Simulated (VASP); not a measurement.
Here is a VASP 6.6.1 calculation.

File INCAR:

```
PREC = Accurate
ENCUT = 910
EDIFF = 1E-6
ISMEAR = 0
SIGMA = 0.01
LREAL = F
LASPH = T
NELM = 120
ALGO = Normal
ISIF = 2
LWAVE = F
LCHARG = F
GGA = PS
NBANDS = 15
GGA_COMPAT = F
```

The input KPOINTS:

```
Automatic mesh
0
Gamma
  8 8 8
```

The input POSCAR:

```
SrO
1.0
    0.0000000000      2.4596435320      2.4596435320
    2.4596435320      0.0000000000      2.4596435320
    2.4596435320      2.4596435320      0.0000000000
Sr O
1 1
Direct
    0.5000000000      0.5000000000      0.5000000000
    0.0000000000      0.0000000000      0.0000000000
```

Potentials or basis: VASP PAW PBE potentials, release 64 (Sr_sv, O_h).

Run with:

```console
$ cat potpaw_PBE.64/Sr_sv/POTCAR potpaw_PBE.64/O_h/POTCAR > POTCAR
$ mpirun -np 1 vasp_std > vasp.out
```

Predict the pressure.

15.9 GPa.

Predict the band gap on the k mesh.

2.98 eV, direct.

Caveat: the cutoff is under 1.25 times the usual one of these potentials, so pressure, stress and relaxed cells hold a basis-set (Pulay) error; the PAW data sets were made with another functional, which shifts forces and pressure a little. A k mesh can miss the band edges.
